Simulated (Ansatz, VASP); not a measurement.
Two plane-wave programs on Sb5S2

```xyz
7
Lattice="2.0797 1.2007 12.9672 -2.0797 1.2007 12.9672 0.0000 -2.4014 12.9672" Properties=species:S:1:pos:R:3 pbc="T T T"
Sb    0.0000    0.0000    0.0000
Sb    0.0000    0.0000   16.5822
Sb    0.0000    0.0000   22.3195
Sb    0.0000    0.0000    5.2354
Sb    0.0000    0.0000   33.6663
S     0.0000    0.0000   27.4114
S     0.0000    0.0000   11.4902
```

Alike in both runs: functional PBE; k mesh 5 × 5 × 5; occupations gaussian, width 0.2 eV; no spin polarisation.

Ansatz relaxed the structure, and its values are those at the end. VASP's run is a single point on that final structure, the one shown.

```csv
,VASP,Ansatz
version,VASP 6.6.1,Ansatz 0.2.0
potentials or method,"VASP PAW PBE potentials, release 64 (Sb, S), cutoff 520 eV","scalar-relativistic, plane waves, PAW"
valence electrons in the cell,37,87
```

```tsv
	VASP	Ansatz	Ansatz less VASP
gap on the k mesh at the Fermi level (eV)	none	none	-
pressure (GPa)	0.0	0.0	+0.03
rms of the force components (eV/Å)	0.040	0.019	-0.0210
```

A gap of «none» marks a metal or a gap that the smearing closes. The functional is the same, so the differences come from potentials, cutoffs and numerics. VASP's potentials hold 37 valence electrons a cell and Ansatz's 87, so a difference there can come from the potentials and not from the codes.

Spin-orbit coupling is off throughout.
